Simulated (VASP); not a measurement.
Set up this calculation in VASP 6.6.1, as the native input.

| Item | Value |
| --- | --- |
| Task | relaxation of cell and atoms |
| Functional | PBE |
| Potentials or basis | VASP PAW PBE potentials, release 64 (B, N) |
| Cutoff | 600 eV |
| k mesh | 12 × 12 × 2 |
| Occupations | gaussian, width 0.02 eV |
| Spin | no spin polarisation |
| Dipole correction | no |
| Further INCAR settings | LREAL = Auto; ALGO = Normal; EDIFF = 1e-06; IBRION = 2; EDIFFG = -0.01; NSW = 65; ISIF = 3 |

The structure of BN lies in POSCAR:

```
BN
1.0
    2.5545319511      0.0000000000      0.0000000000
   -1.2772659756      2.2122895644      0.0000000000
    0.0000000000      0.0000000000     19.0104987520
B N
9 9
Direct
    0.0000000000      0.0000000000      0.0000000000
    0.3333333333      0.6666666667      0.1111111111
    0.6666666667      0.3333333333      0.2222222222
    0.3333333333      0.6666666667      0.3333333333
    0.0000000000      0.0000000000      0.4444444444
    0.3333333333      0.6666666667      0.5555555556
    0.0000000000      0.0000000000      0.6666666667
    0.6666666667      0.3333333333      0.7777777778
    0.3333333333      0.6666666667      0.8888888889
    0.0000000000      0.0000000000      0.0833333333
    0.3333333333      0.6666666667      0.1944444444
    0.6666666667      0.3333333333      0.3055555556
    0.3333333333      0.6666666667      0.4166666667
    0.0000000000      0.0000000000      0.5277777778
    0.3333333333      0.6666666667      0.6388888889
    0.0000000000      0.0000000000      0.7500000000
    0.6666666667      0.3333333333      0.8611111111
    0.3333333333      0.6666666667      0.9722222222
```

One way to write it, as run:

INCAR

```
  ALGO = Normal
  EDIFF = 1E-6
  EDIFFG = -0.01
  ENCUT = 600
  GGA = PE
  IBRION = 2
  ISIF = 3
  ISMEAR = 0
  LASPH = True
  LCHARG = False
  LREAL = Auto
  LWAVE = False
  NELM = 100
  NSW = 65
  PREC = Accurate
  SIGMA = 0.02
```

KPOINTS

```
k-points
0
Gamma
  12 12 2
```

Potentials or basis: VASP PAW PBE potentials, release 64 (B, N).

Launch:

```bash
$ cat potpaw_PBE.64/B/POTCAR potpaw_PBE.64/N/POTCAR > POTCAR
$ mpirun -np 1 vasp_std > vasp.out
```

It gave:

```yaml
Relaxed_volume: 5.96 Å³/atom
Relaxed_cell: a = 2.559 Å, b = 2.559 Å, c = 18.911 Å, α = 90.00°, β = 90.00°, γ = 120.00°
Space_group_after_relaxing_to_0.1_Å: P3m1 (No. 156)
Energy_gained_by_relaxing: 0.8 meV/atom
Ionic_steps: 13
Pressure_after_relaxing: 0.0 GPa
Largest_force_after_relaxing: 0.010 eV/Å
Band_gap_on_the_k_mesh: 5.01 eV (least direct gap 7.01 eV)
```

Run time: 33 min on 1 thread of AMD EPYC 7R13, with other jobs on the host, peak memory 0.3 GiB.
